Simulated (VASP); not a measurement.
Wanted: the native input for a VASP 6.6.1 run.

- Task: single point
- Functional: PBEsol
- Potentials or basis: VASP PAW PBE potentials, release 64 (Rh_pv, Pt)
- Cutoff: 520 eV
- k mesh: 6 × 6 × 6
- Occupations: fermi-dirac, width 0.01 eV
- Spin: no spin polarisation
- Dipole correction: no
- Further INCAR settings: ALGO = Normal; EDIFF = 1e-07; NBANDS = 30

The structure of Pt3Rh lies in POSCAR:

```
Pt3Rh
1.0
    3.9739766072      0.0000000000      0.0000000000
    0.0000000000      3.9739766072      0.0000000000
    0.0000000000      0.0000000000      3.9739766072
Rh Pt
1 3
Direct
    0.5000000000      0.5000000000      0.5000000000
    0.5000000000      0.0000000000      0.0000000000
    0.0000000000      0.5000000000      0.0000000000
    0.0000000000      0.0000000000      0.5000000000
```

The input as run:

INCAR

```
PREC = Accurate
ENCUT = 520
EDIFF = 1E-7
ISMEAR = -1
SIGMA = 0.01
LREAL = F
LASPH = T
NELM = 80
ALGO = Normal
ISIF = 2
LWAVE = F
LCHARG = F
GGA = PS
NBANDS = 30
```

KPOINTS

```
Automatic mesh
0
Gamma
  6 6 6
```

Potentials or basis: VASP PAW PBE potentials, release 64 (Rh_pv, Pt).

The run is started by

```sh
$ cat potpaw_PBE.64/Rh_pv/POTCAR potpaw_PBE.64/Pt/POTCAR > POTCAR
$ mpirun -np 1 vasp_std > vasp.out
```

It gave:

* Pressure: -16.9 GPa

Caveat: the PAW data sets were made with another functional, which shifts forces and pressure a little.

It took 81 s on 1 thread of Intel Xeon 8259CL (shared host), peak memory 0.19 GiB.
